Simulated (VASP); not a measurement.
# FeO (R-3m) in VASP: settings compared, part 2 of 2

VASP 6.6.1.

**3. Single point, PBEsol, collinear spin, ferromagnetic start**

INCAR reads:

```
PREC = Accurate
ENCUT = 600
EDIFF = 1E-6
ISMEAR = -1
SIGMA = 0.05
LREAL = False
LASPH = True
NELM = 200
ALGO = Normal
ISIF = 2
LWAVE = False
LCHARG = False
ISPIN = 2
MAGMOM = -2.68 0
LORBIT = 11
LMAXMIX = 4
GGA = PS
NBANDS = 22
GGA_COMPAT = False
```

KPOINTS reads:

```
Automatic mesh
0
Gamma
  11 11 11
```

POSCAR reads:

```
FeO
1.0
    1.5188209023      0.8768916568      2.5195772846
   -1.5188209023      0.8768916568      2.5195772846
    0.0000000000     -1.7537833136      2.5195772846
Fe O
1 1
Direct
    0.0000000000      0.0000000000      0.0000000000
    0.5000000000      0.5000000000      0.5000000000
```

Potentials or basis: VASP PAW PBE potentials, release 64 (Fe_sv, O).

The run is started by

```bash
$ cat potpaw_PBE.64/Fe_sv/POTCAR potpaw_PBE.64/O/POTCAR > POTCAR
$ mpirun -np 1 vasp_std > vasp.out
```

OUTCAR:

```text
PREC = Accurate
   ENCUT = 600
   EDIFF = 1E-6
   ISMEAR = -1
   LREAL = False
   LASPH = True
   NELM = 200
   ISIF = 2
   ISPIN = 2
   LORBIT = 11
   GGA = PS

 ion  position               nearest neighbor table
   1  0.000  0.000  0.000-   2 2.16   2 2.16   2 2.16   2 2.16   2 2.16   2 2.16
   2  0.500  0.500  0.500-   1 2.16   1 2.16   1 2.16   1 2.16   1 2.16   1 2.16

  LATTYP: Found a trigonal (rhomboedric) cell.
 ALAT       =     3.0698575869
 COS(alpha) =     0.5104391626

  Lattice vectors:

 A1 = (   1.5188209023,   0.8768916568,   2.5195772846)
 A2 = (  -1.5188209023,   0.8768916568,   2.5195772846)
 A3 = (   0.0000000000,  -1.7537833136,   2.5195772846)

Analysis of symmetry for initial positions (statically):
=====================================================================
 Subroutine PRICEL returns:
 Original cell was already a primitive cell.

 Routine SETGRP: Setting up the symmetry group for a
 trigonal (rhombohedral) supercell.

[... 799 lines left out ...]
      5     -11.1111      1.00000
      6       5.6376      1.00000
[... 589 lines left out ...]
     21      35.8235      0.00000
     22      37.5032      0.00000

 [... further k-points ...]

------------------------ aborting loop because EDIFF is reached ----------------------------------------

  FORCE on cell =-STRESS in cart. coord.  units (eV):
  Direction    XX          YY          ZZ          XY          YZ          ZX
  --------------------------------------------------------------------------------------
  -------------------------------------------------------------------------------------
  Total       -1.4238194     -1.4238194     -1.5501644      0.0000000      0.0000000      0.0000000
  in kB     -113.3010831   -113.3010831   -123.3550451      0.0000000      0.0000000      0.0000000
  external PRESSURE =    -116.6524037 kB  Pullay stress =       0.0000000 kB

 VOLUME and BASIS-vectors are now :
 -----------------------------------------------------------------------------
  energy-cutoff  :      600.00
  volume of cell :       20.13
      direct lattice vectors                 reciprocal lattice vectors
     1.518820902  0.876891657  2.519577285     0.329202738  0.190065290  0.132297324
    -1.518820902  0.876891657  2.519577285    -0.329202738  0.190065290  0.132297324
     0.000000000 -1.753783314  2.519577285     0.000000000 -0.380130579  0.132297324

 POSITION                                       TOTAL-FORCE (eV/Angst)
 -----------------------------------------------------------------------------------
      0.00000      0.00000      0.00000        -0.000000     -0.000000     -0.000000
      0.00000      0.00000      3.77937         0.000000      0.000000      0.000000
 -----------------------------------------------------------------------------------
    total drift:                                0.000000      0.000000      0.000000

  FREE ENERGIE OF THE ION-ELECTRON SYSTEM (eV)
  ---------------------------------------------------
  free  energy   TOTEN  =       -15.9410629983 eV

  energy  without entropy=      -15.9295444520  energy(sigma->0) =      -15.93530373

 total charge

# of ion       s       p       d       tot
------------------------------------------
    1        2.104   5.996   5.504  13.603
    2        1.547   3.414   0.000   4.961
--------------------------------------------------
tot          3.651   9.410   5.504  18.564

 magnetization (x)

# of ion       s       p       d       tot
------------------------------------------
    1       -0.015  -0.010  -3.442  -3.467
    2       -0.030  -0.268   0.000  -0.298
--------------------------------------------------
tot         -0.045  -0.277  -3.442  -3.765
```

OSZICAR:

```text
N       E                     dE             d eps       ncg     rms          rms(c)
DAV:   1     0.307286771193E+03    0.30729E+03   -0.12992E+04 13198   0.143E+03
DAV:   2    -0.122388666985E+01   -0.30851E+03   -0.29170E+03 13232   0.470E+02
DAV:   3    -0.179964425844E+02   -0.16773E+02   -0.16567E+02 15530   0.125E+02
DAV:   4    -0.182692270684E+02   -0.27278E+00   -0.27271E+00 14394   0.176E+01
DAV:   5    -0.182761004373E+02   -0.68734E-02   -0.68732E-02 15644   0.287E+00    0.169E+01
DAV:   6    -0.165915039985E+02    0.16846E+01   -0.17493E+01 20162   0.588E+01    0.265E+01
DAV:   7    -0.159736551471E+02    0.61785E+00   -0.26329E+00 17338   0.322E+01    0.109E+01
DAV:   8    -0.159589526071E+02    0.14703E-01   -0.13711E-01 15360   0.348E+00    0.588E+00
DAV:   9    -0.159415718695E+02    0.17381E-01   -0.36800E-02 19470   0.280E+00    0.874E-01
DAV:  10    -0.159407591082E+02    0.81276E-03   -0.81537E-03 18032   0.128E+00    0.199E-01
DAV:  11    -0.159410429035E+02   -0.28380E-03   -0.10616E-03 16832   0.275E-01    0.739E-02
DAV:  12    -0.159410532268E+02   -0.10323E-04   -0.27040E-05 15720   0.489E-02    0.410E-02
DAV:  13    -0.159410632476E+02   -0.10021E-04   -0.21534E-05 14872   0.397E-02    0.174E-02
DAV:  14    -0.159410629983E+02    0.24934E-06   -0.67841E-07 12144   0.102E-02
   1 F= -.15941063E+02 E0= -.15935304E+02  d E =-.115185E-01  mag=    -4.0012
```

It took 3.5 min on 1 thread of AMD EPYC 7R43 (Zen 3), shared host; peak memory 0.21 GiB.

What came out:

* Free energy: -15.9411 eV
* Pressure: -11.7 GPa
* Band gap on the k mesh: zero (filled and empty bands overlap)
* Net moment: -4.00 μB per cell
* Site moments: Fe -3.47; O -0.30 μB
* Valence electrons inside the program's atomic spheres: Fe 13.60; O 4.96

Caveat: the cell stands under tension; the PAW data sets were made with another functional, which shifts forces and pressure a little; a cell with one magnetic atom can't hold antiferromagnetic order, which such compounds often take; semilocal functionals often make such compounds metallic where correlation or magnetic order opens a gap, which also shifts bond lengths. With open d or f shells a metallic result of PBEsol can be an artefact of self-interaction; +U or a hybrid may open a gap.

**4. Single point, PBEsol, collinear spin, ferromagnetic start**

This run uses another cell than the first one, of 9.66 Å³/atom.

INCAR reads:

```
SYSTEM = FeO
  ALGO = Normal
  EDIFF = 1E-6
  ENCUT = 520
  GGA = PS
  ISIF = 2
  ISMEAR = -1
  ISPIN = 2
  LASPH = .True.
  LCHARG = .True.
  LELF = .True.
  LMAXMIX = 4
  LORBIT = 11
  LREAL = .False.
  LVHAR = .True.
  LWAVE = .False.
  MAGMOM = 3 0
  NBANDS = 18
  NELM = 150
  PREC = Accurate
  SIGMA = 0.05
```

KPOINTS reads:

```
k-points
0
Gamma
  11 11 11
  0 0 0
```

POSCAR reads:

```
FeO
1.0
    1.5188209023      0.8768916568      2.4187941932
   -1.5188209023      0.8768916568      2.4187941932
    0.0000000000     -1.7537833136      2.4187941932
Fe O
1 1
Direct
    0.0000000000      0.0000000000      0.0000000000
    0.5000000000      0.5000000000      0.5000000000
```

Potentials or basis: VASP PAW PBE potentials, release 64 (Fe, O).

The run is started by

```bash
$ cat potpaw_PBE.64/Fe/POTCAR potpaw_PBE.64/O/POTCAR > POTCAR
$ mpirun -np 1 vasp_std > vasp.out
```

Wall time 2.4 min (1 thread of AMD EPYC 7R43 (Zen 3), shared host); peak memory 0.17 GiB.

The run converged. Its results:

```
Free energy                                           : -15.8637 eV
Pressure                                              : -1.7 GPa
Band gap on the k mesh                                : zero (filled and empty bands overlap)
Net moment                                            : 4.00 μB per cell
Site moments                                          : Fe +3.60; O +0.31 μB
Valence electrons inside the program's atomic spheres : Fe 6.80; O 4.99
```

Stress tensor (GPa, compression positive):
```
-2.22  0.00  0.00
 0.00 -2.22  0.00
 0.00  0.00 -0.66
```

Levels at points of the mesh, in eV from the Fermi level:
Spin up:
```
           k point  band 5  band 6  band 7  band 8  band 9  band 10  band 11  band 12  band 13  band 14
(0.00, 0.00, 0.00)   -3.95   -3.85   -3.84   -3.66   -3.66     0.20    15.36    16.95    16.95    17.63
```
Spin down:
| k point | band 2 | band 3 | band 4 | band 5 | band 6 | band 7 | band 8 | band 9 |
| --- | --- | --- | --- | --- | --- | --- | --- | --- |
| (0.00, 0.00, 0.00) | -3.40 | -3.40 | -3.23 | -0.84 | -0.84 | -0.70 | 0.11 | 0.11 |

Caveat: the PAW data sets were made with another functional, which shifts forces and pressure a little; a cell with one magnetic atom can't hold antiferromagnetic order, which such compounds often take; semilocal functionals often make such compounds metallic where correlation or magnetic order opens a gap, which also shifts bond lengths.

**5. Overview**

```tsv
level	potentials or basis	cell	cutoff (eV)	gap on the mesh (eV)	pressure (GPa)	moment (μB)
PBE	VASP PAW PBE potentials, release 64 (Fe_sv, O)	a = 3.070 Å, angles 59.3°, 2 atoms	600	none	-3.6	4.00
PBEsol	VASP PAW PBE potentials, release 64 (Fe_sv, O)	a = 3.070 Å, angles 59.3°, 2 atoms	600	none	-11.7	4.00
PBEsol	VASP PAW PBE potentials, release 64 (Fe, O)	a = 2.988 Å, angles 61.1°, 2 atoms	520	none	-1.7	4.00
```

Alike in all rows: task single point; spin collinear, ferromagnetic start; k mesh 11 × 11 × 11; smearing fermi-dirac 0.05 eV.

Caveats: a cell with one magnetic atom can't hold antiferromagnetic order, which such compounds often take; semilocal functionals often make such compounds metallic where correlation or magnetic order opens a gap, which also shifts bond lengths; the cell stands under tension (at least some runs); the PAW data sets were made with another functional, which shifts forces and pressure a little (at least some runs).

Absolute energies hang on the potentials; compare differences alone.
